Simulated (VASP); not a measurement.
# MgS (P6_3mc) in VASP: further runs

MgS is run at these levels: LDA; tasks: single point, relaxation of cell and atoms.

Everything below comes from runs of VASP 6.6.1. Logs are shortened: lines on timing, memory, paths and dates and some standing lists are left out, and cuts for length are marked.

### 1 The cell of the first run

Symmetry: P6_3mc, No. 186, hexagonal system. Conventional cell: a = 3.985 Å, b = 3.985 Å, c = 6.357 Å, α = 90.00°, β = 90.00°, γ = 120.00°. Within 3.2 Å of Mg (site symmetry 3m) lie 4 S at 2.42 to 2.43 Å. Within 3.2 Å of S (site symmetry 3m) lie 4 Mg at 2.42 to 2.43 Å.

### 2 Single point, LDA

The input, INCAR:

```
PREC     = Accurate       # precision mode
ENCUT    = 520            # plane-wave cutoff, eV
EDIFF    = 1E-6           # SCF threshold, eV
ISMEAR   = 0              # smearing method
SIGMA    = 0.01           # smearing width, eV
LREAL    = False          # projectors in reciprocal space
LASPH    = True           # aspherical terms in the spheres
NELM     = 60             # most SCF steps
ALGO     = Normal         # electronic algorithm
ISIF     = 2              # what is computed and relaxed
LWAVE    = False          # write WAVECAR
LCHARG   = False          # write CHGCAR
GGA      = CA             # functional
NBANDS   = 16             # bands
```

The input, KPOINTS:

```
regular mesh
0
Gamma
  6 6 4
```

The input, POSCAR:

```
MgS
1.0
    3.9851226912      0.0000000000      0.0000000000
   -1.9925613456      3.4512174878      0.0000000000
    0.0000000000      0.0000000000      6.3572989966
Mg S
2 2
Direct
    0.6666666667      0.3333333333      0.4965343080
    0.3333333333      0.6666666667      0.9965343080
    0.3333333333      0.6666666667      0.3784556920
    0.6666666667      0.3333333333      0.8784556920
```

Potentials or basis: VASP PAW LDA potentials, release 64 (Mg, S).

On the command line:

```console
> cat potpaw_LDA.64/Mg/POTCAR potpaw_LDA.64/S/POTCAR > POTCAR
> mpirun -np 1 vasp_std > vasp.out
```

OUTCAR:

```text
PREC = Accurate
   ENCUT = 520
   EDIFF = 1E-6
   ISMEAR = 0
   LREAL = False
   LASPH = True
   NELM = 60
   ISIF = 2
   GGA = CA

 ion  position               nearest neighbor table
   1  0.667  0.333  0.497-   3 2.42   3 2.42   3 2.42   4 2.43
   2  0.333  0.667  0.997-   4 2.42   4 2.42   4 2.42   3 2.43
   3  0.333  0.667  0.378-   1 2.42   1 2.42   1 2.42   2 2.43
   4  0.667  0.333  0.878-   2 2.42   2 2.42   2 2.42   1 2.43

  LATTYP: Found a hexagonal cell.
 ALAT       =     3.9851226912
 C/A-ratio  =     1.5952580358

  Lattice vectors:

 A1 = (   3.9851226912,   0.0000000000,   0.0000000000)
 A2 = (  -1.9925613456,   3.4512174878,   0.0000000000)
 A3 = (   0.0000000000,   0.0000000000,   6.3572989966)

Analysis of symmetry for initial positions (statically):
=====================================================================
 Subroutine PRICEL returns:
 Original cell was already a primitive cell.

 Routine SETGRP: Setting up the symmetry group for a
 hexagonal supercell.

 Subroutine GETGRP returns: Found 12 space group operations
 (whereof  6 operations were pure point group operations)
 out of a pool of 24 trial point group operations.

The static configuration has the point symmetry C_3v.
 The point group associated with its full space group is C_6v.

Analysis of symmetry for dynamics (positions and initial velocities):
=====================================================================
 Subroutine PRICEL returns:
 Original cell was already a primitive cell.

 Routine SETGRP: Setting up the symmetry group for a
 hexagonal supercell.

 Subroutine GETGRP returns: Found 12 space group operations
 (whereof  6 operations were pure point group operations)
 out of a pool of 24 trial point group operations.

The dynamic configuration has the point symmetry C_3v.
 The point group associated with its full space group is C_6v.

 Subroutine INISYM returns: Found 12 space group operations
 (whereof  6 operations are pure point group operations),
 and found     1 'primitive' translations

----------------------------------------------------------------------------------------

                                     Primitive cell

  volume of cell :      87.4353

  direct lattice vectors                    reciprocal lattice vectors
     3.985122691  0.000000000  0.000000000     0.250933303  0.144876410  0.000000000
[... 81 lines left out ...]
   LNONCOLLINEAR =      F non collinear calculations
   LSORBIT =      F    spin-orbit coupling
   LASPH  =      T    aspherical Exc in radial PAW
   ENCUT  =  520.0 eV  38.22 Ry    6.18 a.u.   7.41  7.41 11.82*2*pi/ulx,y,z
   NELM   =     60;   NELMIN=  2; NELMDL= -5     # of ELM steps
   EDIFF  = 0.1E-05   stopping-criterion for ELM
   LREAL  =      F    real-space projection
[... 7 lines left out ...]
   TEBEG  =    0.0;   TEEND  =   0.0 temperature during run
   PSTRESS=    0.0 pullay stress
   NELECT =      16.0000    total number of electrons
   NUPDOWN=      -1.0000    fix difference up-down
   EMIN   =  10.00;   EMAX   =-10.00  energy-range for DOS
   EFERMI =   0.00;   METHOD = LEGACY
   ISMEAR =     0;   SIGMA  =   0.01  broadening in eV -4-tet -1-fermi 0-gaus
   EFERMI_NEDOS =   21; number of points for ismear=-14 and -15
   IALGO  =     38    algorithm
   IMIX   =      4    mixing-type and parameters
     AMIX     =   0.40;   BMIX     =  1.00
     AMIX_MAG =   1.60;   BMIX_MAG =  1.00
  volume/ion in A,a.u.               =      21.86       147.51
  Fermi-wavevector in a.u.,A,eV,Ry     =   0.929436  1.756378 11.753398  0.863850
  Thomas-Fermi vector in A             =   2.055718
   LORBIT       =      0    0 simple, 1 ext, 2 COOP (PROOUT), +10 PAW based schemes
   GGA     = CA    functional components
   LHFCALC =     F    Hartree Fock is set to
   AEXX    =    0.0000 exact exchange contribution
   IVDW    =     0    specifies the selected vdW correction
   LEPSILON=     F    determine dielectric tensor
   LRPA    =     F    only Hartree local field effects (RPA)
 non-spin polarized calculation
 Gauss-broadening in eV      SIGMA  =   0.01
  energy-cutoff  :      520.00
  volume of cell :       87.44
 maximum number of plane-waves:      2388
 NGX is ok and might be reduce to    30
   NGX = 15   NGY = 15   NGZ = 23

 number of electron      16.0000002 magnetization

 Free energy of the ion-electron system (eV)
  ---------------------------------------------------
  ext. energy  EPLUGINS =         0.00000000
  ---------------------------------------------------
  free energy    TOTEN  =       -18.82242473 eV

  energy without entropy =      -18.82242473  energy(sigma->0) =      -18.82242473

 E-fermi :   1.3610     XC(G=0):  -8.8965

 val. band max:        1.2532522526   @ k =   0.0000   0.0000   0.0000
 cond. band min:       4.6103432305   @ k =   0.0000   0.0000   0.0000
 fundamental gap:      3.3570909779
 Fermi energy:         1.3610150437

 k-point     1 :       0.0000    0.0000    0.0000
  band No.  band energies     occupation
      1     -10.2431      2.00000
      2      -9.4315      2.00000
      3      -2.1769      2.00000
      4       0.6647      2.00000
      5       0.6647      2.00000
      6       1.1078      2.00000
[... 376 lines left out ...]
      3      -1.7055      2.00000
      4      -1.7055      2.00000
      5      -0.8855      2.00000
      6      -0.8855      2.00000
[... 8 lines left out ...]
     15      10.4588      0.00000
     16      10.4588      0.00000

------------------------ aborting loop because EDIFF is reached ----------------------------------------

  FORCE on cell =-STRESS in cart. coord.  units (eV):
  Direction    XX          YY          ZZ          XY          YZ          ZX
  --------------------------------------------------------------------------------------
  -------------------------------------------------------------------------------------
  Total       -0.1761181     -0.1761181     -0.1553686      0.0000000      0.0000000      0.0000000
  in kB       -3.2272143     -3.2272143     -2.8469977      0.0000000      0.0000000      0.0000000
  external PRESSURE =      -3.1004754 kB  Pullay stress =       0.0000000 kB

 VOLUME and BASIS-vectors are now :
 -----------------------------------------------------------------------------
  energy-cutoff  :      520.00
  volume of cell :       87.44
      direct lattice vectors                 reciprocal lattice vectors
     3.985122691  0.000000000  0.000000000     0.250933303  0.144876410  0.000000000
    -1.992561346  3.451217488  0.000000000     0.000000000  0.289752820  0.000000000
     0.000000000  0.000000000  6.357298997     0.000000000  0.000000000  0.157299507

 POSITION                                       TOTAL-FORCE (eV/Angst)
 -----------------------------------------------------------------------------------
      1.99256      1.15041      3.15662         0.000000      0.000000      0.001685
     -0.00000      2.30081      6.33527         0.000000      0.000000      0.001685
     -0.00000      2.30081      2.40596         0.000000      0.000000     -0.001685
      1.99256      1.15041      5.58461        -0.000000     -0.000000     -0.001685
 -----------------------------------------------------------------------------------
    total drift:                               -0.000000      0.000000      0.000252

  FREE ENERGIE OF THE ION-ELECTRON SYSTEM (eV)
  ---------------------------------------------------
  free  energy   TOTEN  =       -18.8224247304 eV

  energy  without entropy=      -18.8224247304  energy(sigma->0) =      -18.82242473
```

stdout:

```text
POSCAR found type information on POSCAR MgS
 POSCAR found :  2 types and       4 ions
 scaLAPACK will be used
 LDA part: xc-table for (Slater(with rela. corr.)+CA(PZ))
 , standard interpolation
 POSCAR, INCAR and KPOINTS ok, starting setup
 FFT: planning ... GRIDC
 FFT: planning ... GRID_SOFT
 FFT: planning ... GRID
 WAVECAR not read
 entering main loop
```

Run time: 39 s. Hardware: 1 thread of AMD EPYC 7R13, shared host; peak memory 0.14 GiB.

What came out:

| Property | Result |
| --- | --- |
| Free energy | -18.8224 eV |
| Pressure | -0.3 GPa |
| Band gap on the k mesh | 3.36 eV, direct |

Levels at points of the mesh, in eV from the valence-band top:
| k point | band 4 | band 5 | band 6 | band 7 | band 8 | band 9 | band 10 | band 11 | band 12 | band 13 |
| --- | --- | --- | --- | --- | --- | --- | --- | --- | --- | --- |
| (0.00, 0.00, 0.00) | -0.59 | -0.59 | -0.15 | -0.15 | 0.00 | 3.36 | 4.57 | 7.37 | 7.37 | 8.14 |
| (0.50, 0.00, 0.00) | -2.58 | -2.01 | -1.31 | -1.01 | -0.48 | 4.52 | 5.02 | 5.71 | 7.36 | 8.26 |
| (0.00, 0.00, 0.50) | -2.04 | -0.37 | -0.37 | -0.37 | -0.37 | 4.84 | 4.84 | 7.52 | 7.52 | 7.52 |
| (0.50, 0.00, 0.50) | -3.30 | -0.93 | -0.93 | -0.86 | -0.86 | 4.45 | 4.45 | 6.16 | 6.16 | 9.16 |

### 3 Relaxation of cell and atoms, LDA

This run uses another cell than the first one, of 22.67 Å³/atom, 1.037 times its volume.

The input, INCAR:

```
SYSTEM = MgS
  ALGO = Normal
  EDIFF = 1E-6
  EDIFFG = -0.02
  ENCUT = 600
  GGA = CA
  IBRION = 2
  ISIF = 3
  ISMEAR = 0
  LASPH = .TRUE.
  LCHARG = .FALSE.
  LREAL = .FALSE.
  LWAVE = .FALSE.
  NELM = 80
  NSW = 80
  PREC = Accurate
  SIGMA = 0.01
```

The input, KPOINTS:

```
k-points
0
G
  6 6 4
  0 0 0
```

The input, POSCAR:

```
MgS
1.0
    4.0346200000      0.0000000000      0.0000000000
   -2.0173100000      3.4940834146      0.0000000000
    0.0000000000      0.0000000000      6.4322900000
Mg S
2 2
Direct
    0.6666666667      0.3333333333      0.4957500000
    0.3333333333      0.6666666667      0.9957500000
    0.3333333333      0.6666666667      0.3792400000
    0.6666666667      0.3333333333      0.8792400000
```

Potentials or basis: VASP PAW LDA potentials, release 64 (Mg, S).

On the command line:

```console
> cat potpaw_LDA.64/Mg/POTCAR potpaw_LDA.64/S/POTCAR > POTCAR
> mpirun -np 1 vasp_std > vasp.out
```

Run time: 76 s. Hardware: 1 thread of AMD EPYC 7R13, shared host; peak memory 0.17 GiB.

It converged, with:

```yaml
Free_energy: -18.8234 eV
Relaxed_volume: 21.76 Å³/atom
Relaxed_cell: a = 3.981 Å, b = 3.981 Å, c = 6.340 Å, α = 90.00°, β = 90.00°, γ = 120.00°
Space_group_after_relaxing_to_0.05_Å: P6_3mc (No. 186)
Energy_gained_by_relaxing: 7.0 meV/atom
Ionic_steps: 3
Pressure_after_relaxing: 0.0 GPa
Largest_force_after_relaxing: 0.018 eV/Å
Band_gap_on_the_k_mesh: 3.37 eV, direct
```

Forces in eV/Å, atoms in the order of the input:
```
Mg   0.000  0.000  0.018
Mg   0.000  0.000  0.018
S    0.000  0.000 -0.018
S    0.000  0.000 -0.018
```

Step by step:
| step | energy change (eV) | largest force (eV/Å) | pressure (GPa) | volume (Å³) |
| --- | --- | --- | --- | --- |
| 1 | 0.0000 | 0.0534 | -2.36 | 90.68 |
| 2 | -0.0271 | 0.0096 | 0.50 | 86.36 |
| 3 | -0.0282 | 0.0176 | 0.01 | 87.02 |

Final structure:
```xyz
4
Lattice="3.9811 0.0000 0.0000 -1.9905 3.4477 0.0000 0.0000 0.0000 6.3401" Properties=species:S:1:pos:R:3 pbc="T T T"
Mg    1.9905    1.1492    3.1452
Mg    0.0000    2.2985    6.3153
S     0.0000    2.2985    2.4023
S     1.9905    1.1492    5.5723
```

Levels at points of the mesh, in eV from the valence-band top:
```csv
k point,band 5,band 6,band 7,band 8,band 9,band 10,band 11,band 12
"(0.00, 0.00, 0.00)",-0.61,-0.16,-0.16,0.00,3.37,4.56,7.36,7.36
"(0.50, 0.00, 0.00)",-2.03,-1.33,-1.02,-0.49,4.50,5.02,5.72,7.35
"(0.00, 0.00, 0.50)",-0.40,-0.40,-0.40,-0.40,4.85,4.85,7.51,7.51
"(0.50, 0.00, 0.50)",-0.96,-0.96,-0.86,-0.86,4.45,4.45,6.16,6.16
```

As with any semilocal functional, this LDA gap is likely too small.
